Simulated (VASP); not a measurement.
# Sn (I4_1/amd) in VASP: single point with HSE06

Aim: the single point of Sn with HSE06.

All numbers are computed with VASP 6.6.1; they aren't measurements. Logs are shortened: lines on timing, memory, paths and dates and some standing lists are left out, and cuts for length are marked.

### 1 The cell of the first run

The structure is tetragonal, space group I4_1/amd (No. 141). The conventional cell has a = 4.645 Å, b = 4.645 Å, c = 6.601 Å, α = 90.00°, β = 90.00°, γ = 90.00°. Sn (site symmetry -4m2) has 4 Sn at 2.85 Å within 3.8 Å.

### 2 Single point, HSE06 (uniaxial z strain +0.5%)

POSCAR reads:

```
Sn
1.0
    0.0000000000      3.2844597792      3.3005536321
    3.2844597792      0.0000000000      3.3005536321
    3.2844597792      3.2844597792      0.0000000000
Sn
2
Direct
    0.0000000000      0.0000000000      0.0000000000
    0.2500000000      0.2500000000      0.2500000000
```

INCAR.step1 reads:

```
PREC = Accurate ; ENCUT = 520
EDIFF = 1E-5 ; ISMEAR = -1
SIGMA = 0.02 ; LREAL = False
LASPH = True ; NELM = 60
ALGO = Normal ; ISIF = 2
LWAVE = True ; LCHARG = False
NBANDS = 21 ; GGA = PE
```

INCAR.step2 reads:

```
PREC = Accurate ; ENCUT = 520
EDIFF = 1E-6 ; ISMEAR = -1
SIGMA = 0.02 ; LREAL = False
LASPH = True ; NELM = 60
ALGO = Normal ; ISIF = 2
LWAVE = False ; LCHARG = False
GGA = PE ; LHFCALC = True
HFSCREEN = 0.2079 ; PRECFOCK = Normal
NBANDS = 21 ; ISTART = 1
```

KPOINTS reads:

```
regular mesh
0
Gamma
  4 4 4
```

Potentials or basis: VASP PAW PBE potentials, release 64 (Sn_d).

Run with:

```sh
> cat potpaw_PBE.64/Sn_d/POTCAR > POTCAR
> cp INCAR.step1 INCAR
> mpirun -np 1 vasp_std > vasp.out
> cp INCAR.step2 INCAR
> mpirun -np 1 vasp_std > vasp.out
```

OUTCAR:

```text
PREC = Accurate
   ENCUT = 520
   EDIFF = 1E-6
   ISMEAR = -1
   LREAL = False
   LASPH = True
   NELM = 60
   ISIF = 2
   GGA = PE
   LHFCALC = True
   HFSCREEN = 0.2079
   PRECFOCK = Normal
   ISTART = 1

 ion  position               nearest neighbor table
   1  0.000  0.000  0.000-   2 2.85   2 2.85   2 2.85   2 2.85
   2  0.250  0.250  0.250-   1 2.85   1 2.85   1 2.85   1 2.85

  LATTYP: Found a body centered tetragonal cell.
 ALAT       =     4.6449275648
 C/A-ratio  =     1.4211432088

  Lattice vectors:

 A1 = (  -3.2844597792,   0.0000000000,   3.3005536321)
 A2 = (   3.2844597792,   0.0000000000,   3.3005536321)
 A3 = (   0.0000000000,   3.2844597792,  -3.3005536321)

Analysis of symmetry for initial positions (statically):
=====================================================================
 Subroutine PRICEL returns:
 Original cell was already a primitive cell.

 Routine SETGRP: Setting up the symmetry group for a
 body centered tetragonal supercell.

 Subroutine GETGRP returns: Found 16 space group operations
 (whereof  8 operations were pure point group operations)
 out of a pool of 16 trial point group operations.

The static configuration has the point symmetry D_2d.
 The point group associated with its full space group is D_4h.

Analysis of symmetry for dynamics (positions and initial velocities):
=====================================================================
 Subroutine PRICEL returns:
 Original cell was already a primitive cell.

 Routine SETGRP: Setting up the symmetry group for a
 body centered tetragonal supercell.

 Subroutine GETGRP returns: Found 16 space group operations
 (whereof  8 operations were pure point group operations)
 out of a pool of 16 trial point group operations.

The dynamic configuration has the point symmetry D_2d.
 The point group associated with its full space group is D_4h.

 Subroutine INISYM returns: Found 16 space group operations
 (whereof  8 operations are pure point group operations),
 and found     1 'primitive' translations

----------------------------------------------------------------------------------------

                                     Primitive cell

  volume of cell :      71.2106

  direct lattice vectors                    reciprocal lattice vectors
     0.000000000  3.284459779  3.300553632    -0.152232036  0.152232036  0.151489736
     3.284459779  0.000000000  3.300553632     0.152232036 -0.152232036  0.151489736
     3.284459779  3.284459779  0.000000000     0.152232036  0.152232036 -0.151489736

  length of vectors
     4.656321544  4.656321544  4.644927565     0.263245752  0.263245752  0.263245752

  position of ions in fractional coordinates (direct lattice)
     0.000000000  0.000000000  0.000000000
     0.250000000  0.250000000  0.250000000

  ion indices of the primitive-cell ions
   primitive index   ion index
                 1           1
                 2           2

----------------------------------------------------------------------------------------

 KPOINTS: regular mesh

Automatic generation of k-mesh.
 Grid dimensions read from file:
 generate k-points for:    4    4    4

 Generating k-lattice:

  Cartesian coordinates                     Fractional coordinates (reciprocal lattice)
    -0.038058009  0.038058009  0.037872434     0.250000000 -0.000000000  0.000000000
     0.038058009 -0.038058009  0.037872434    -0.000000000  0.250000000  0.000000000
     0.038058009  0.038058009 -0.037872434     0.000000000  0.000000000  0.250000000

  Length of vectors
     0.065811438  0.065811438  0.065811438

  Shift w.r.t. Gamma in fractional coordinates (k-lattice)
     0.000000000  0.000000000  0.000000000

 Subroutine IBZKPT returns following result:
 ===========================================

 Found     13 irreducible k-points:

 Following reciprocal coordinates:
            Coordinates               Weight
  0.000000  0.000000  0.000000      1.000000
  0.250000 -0.000000  0.000000      8.000000
  0.500000 -0.000000  0.000000      4.000000
  0.250000  0.250000  0.000000      2.000000
  0.500000  0.250000  0.000000      8.000000
 -0.250000  0.250000  0.000000      4.000000
  0.500000  0.500000  0.000000      1.000000
  0.250000  0.000000  0.250000      4.000000
  0.500000 -0.000000  0.250000     16.000000
 -0.250000  0.000000  0.250000      8.000000
 -0.250000  0.500000  0.250000      4.000000
  0.500000  0.000000  0.500000      2.000000
 -0.250000  0.250000  0.500000      2.000000
   k-points           NKPTS =     13   k-points in BZ     NKDIM =     64   number of bands    NBANDS=     21
   number of dos      NEDOS =    301   number of ions     NIONS =      2
   total plane-waves  NPLWV =  46656
   dimension x,y,z NGX =    36 NGY =   36 NGZ =   36
   dimension x,y,z NGXF=    72 NGYF=   72 NGZF=   72
   ions per type =               2
   NGX,Y,Z   is equivalent  to a cutoff of  12.85, 12.85, 12.88 a.u.
   NGXF,Y,Z  is equivalent  to a cutoff of  25.71, 25.71, 25.77 a.u.
 SYSTEM =  unknown system
   PREC   = accura    normal or accurate (medium, high low for compatibility)
   ISTART =      1    job   : 0-new  1-cont  2-samecut
   ICHARG =      0    charge: 1-file 2-atom 10-const
   ISPIN  =      1    spin polarized calculation?
   LNONCOLLINEAR =      F non collinear calculations
   LSORBIT =      F    spin-orbit coupling
   LASPH  =      T    aspherical Exc in radial PAW
   ENCUT  =  520.0 eV  38.22 Ry    6.18 a.u.   8.66  8.66  8.64*2*pi/ulx,y,z
   NELM   =     60;   NELMIN=  2; NELMDL=  0     # of ELM steps
   EDIFF  = 0.1E-05   stopping-criterion for ELM
   LREAL  =      F    real-space projection
   EDIFFG = 0.1E-04   stopping-criterion for IOM
   NSW    =      0    number of steps for IOM
   IBRION =     -1    ionic relax: 0-MD 1-quasi-New 2-CG
   NFREE  =      0    steps in history (QN), initial steepest desc. (CG)
   ISIF   =      2    stress and relaxation
   ISYM   =      3    0-nonsym 1-usesym 2-fastsym
   POTIM  = 0.5000    time-step for ionic-motion
   TEBEG  =    0.0;   TEEND  =   0.0 temperature during run
   PSTRESS=    0.0 pullay stress
   NELECT =      28.0000    total number of electrons
   NUPDOWN=      -1.0000    fix difference up-down
   EMIN   =  10.00;   EMAX   =-10.00  energy-range for DOS
   EFERMI =   0.00;   METHOD = LEGACY
   ISMEAR =    -1;   SIGMA  =   0.02  broadening in eV -4-tet -1-fermi 0-gaus
   EFERMI_NEDOS =   21; number of points for ismear=-14 and -15
   IALGO  =     38    algorithm
   IMIX   =      1    mixing-type and parameters
     AMIX     =   0.40;   BMIX     =  1.00
     AMIX_MAG =   1.60;   BMIX_MAG =  1.00
  volume/ion in A,a.u.               =      35.61       240.28
  Fermi-wavevector in a.u.,A,eV,Ry     =   1.199350  2.266443 19.571171  1.438440
  Thomas-Fermi vector in A             =   2.335215
   LORBIT       =      0    0 simple, 1 ext, 2 COOP (PROOUT), +10 PAW based schemes
   GGA     = PE    functional components
   LHFCALC =     T    Hartree Fock is set to
   PRECFOCK=normal    Normal, Fast or Accurate (Low or Medium for compatibility)
   ENCUT4O =  -1.0   cutoff for four orbital integrals eV
   NKREDX  =     1    reduce k-point grid by
   NKREDY  =     1    reduce k-point grid by
   NKREDZ  =     1    reduce k-point grid by
   AEXX    =    0.2500 exact exchange contribution
   HFSCREEN=    0.2079 screening length (either q_TF or 0.3 A-1)
   HFSCREENC=   0.2079 screening length for correlation (either q_TF or 0.3 A-1)
   ENCUTFOCK=  -1.0 apply spherical cutoff to Coloumb kernel
   IVDW    =     0    specifies the selected vdW correction
   LEPSILON=     F    determine dielectric tensor
   LRPA    =     F    only Hartree local field effects (RPA)
 non-spin polarized calculation
  energy-cutoff  :      520.00
  volume of cell :       71.21
 maximum number of plane-waves:      1948
 NGX is ok and might be reduce to    36
  NGX = 28; NGY = 28; NGZ = 28

 number of electron      27.9999986 magnetization

 Free energy of the ion-electron system (eV)
  ---------------------------------------------------
  ext. energy  EPLUGINS =         0.00000000
  ---------------------------------------------------
  free energy    TOTEN  =        -8.87140535 eV

  energy without entropy =       -8.87041908  energy(sigma->0) =       -8.87091221

 E-fermi :   5.0739     XC(G=0):  -7.2536

 val. band max:        5.0719508131   @ k =   0.0000   0.0000   0.0000
 cond. band min:       5.3679036660   @ k =   0.5000  -0.0000   0.0000
 fundamental gap:      0.2959528529
 Fermi energy:         5.0738915245

 k-point     1 :       0.0000    0.0000    0.0000
  band No.  band energies     occupation
      1     -18.7332      2.00000
      2     -18.7329      2.00000
      3     -18.7329      2.00000
      4     -18.6806      2.00000
      5     -18.6783      2.00000
      6     -18.3959      2.00000
[... 13 lines left out ...]
     20      13.4960      0.00000
     21      13.5757      0.00000

 k-point     2 :       0.2500   -0.0000    0.0000
  band No.  band energies     occupation
      1     -18.7578      2.00000
      2     -18.7573      2.00000
      3     -18.7214      2.00000
      4     -18.6431      2.00000
      5     -18.6409      2.00000
      6     -18.4333      2.00000
[... 13 lines left out ...]
     20      12.4585      0.00000
     21      12.4765      0.00000

 k-point     3 :       0.5000   -0.0000    0.0000
  band No.  band energies     occupation
      1     -18.7681      2.00000
      2     -18.7675      2.00000
      3     -18.7090      2.00000
      4     -18.6239      2.00000
      5     -18.6213      2.00000
      6     -18.4480      2.00000
[... 13 lines left out ...]
     20      14.4734      0.00000
     21      14.5725      0.00000
[... 193 lines left out ...]
 k-point    12 :       0.5000    0.0000    0.5000
  band No.  band energies     occupation
      1     -18.7819      2.00000
      2     -18.7819      2.00000
      3     -18.6555      2.00000
      4     -18.6555      2.00000
      5     -18.5282      2.00000
      6     -18.5282      2.00000
[... 13 lines left out ...]
     20      14.9599      0.00000
     21      16.0369      0.00000

 k-point    13 :      -0.2500    0.2500    0.5000
  band No.  band energies     occupation
      1     -18.7982      2.00000
      2     -18.7982      2.00000
      3     -18.6004      2.00000
      4     -18.6004      2.00000
      5     -18.5390      2.00000
      6     -18.5390      2.00000
[... 13 lines left out ...]
     20      14.7835      0.00000
     21      15.9833      0.00000

------------------------ aborting loop because EDIFF is reached ----------------------------------------

  FORCE on cell =-STRESS in cart. coord.  units (eV):
  Direction    XX          YY          ZZ          XY          YZ          ZX
  --------------------------------------------------------------------------------------
  -------------------------------------------------------------------------------------
  Total       -0.0122521     -0.0122521     -0.0098283      0.0000000      0.0000000      0.0000000
  in kB       -0.2756626     -0.2756626     -0.2211273      0.0000000      0.0000000      0.0000000
  external PRESSURE =      -0.2574842 kB  Pullay stress =       0.0000000 kB

 VOLUME and BASIS-vectors are now :
 -----------------------------------------------------------------------------
  energy-cutoff  :      520.00
  volume of cell :       71.21
      direct lattice vectors                 reciprocal lattice vectors
     0.000000000  3.284459779  3.300553632    -0.152232036  0.152232036  0.151489736
     3.284459779  0.000000000  3.300553632     0.152232036 -0.152232036  0.151489736
     3.284459779  3.284459779  0.000000000     0.152232036  0.152232036 -0.151489736

 POSITION                                       TOTAL-FORCE (eV/Angst)
 -----------------------------------------------------------------------------------
      0.00000      0.00000      0.00000         0.000000      0.000000      0.000000
      1.64223      1.64223      1.65028        -0.000000     -0.000000     -0.000000
 -----------------------------------------------------------------------------------
    total drift:                               -0.000000      0.000000      0.000000

  FREE ENERGIE OF THE ION-ELECTRON SYSTEM (eV)
  ---------------------------------------------------
  free  energy   TOTEN  =        -8.8714053520 eV

  energy  without entropy=       -8.8704190780  energy(sigma->0) =       -8.87091221
```

Run time: 72 min. Hardware: 1 thread of Intel Xeon 8259CL, shared host; peak memory 0.33 GiB.

Results:

```yaml
Free_energy: -8.8714 eV
Pressure: 0.0 GPa
Band_gap_on_the_k_mesh: zero (filled and empty bands touch)
```

Caveat: the k points lie up to 0.41 Å⁻¹ apart; the cell differs from its parent crystal (uniaxial z strain +0.5%); the PAW data sets were made with another functional, which shifts forces and pressure a little; spin-orbit coupling is left out, which moves the levels of the heavy elements.

The gap in the log of VASP goes by the Fermi energy; the results here count the filled bands.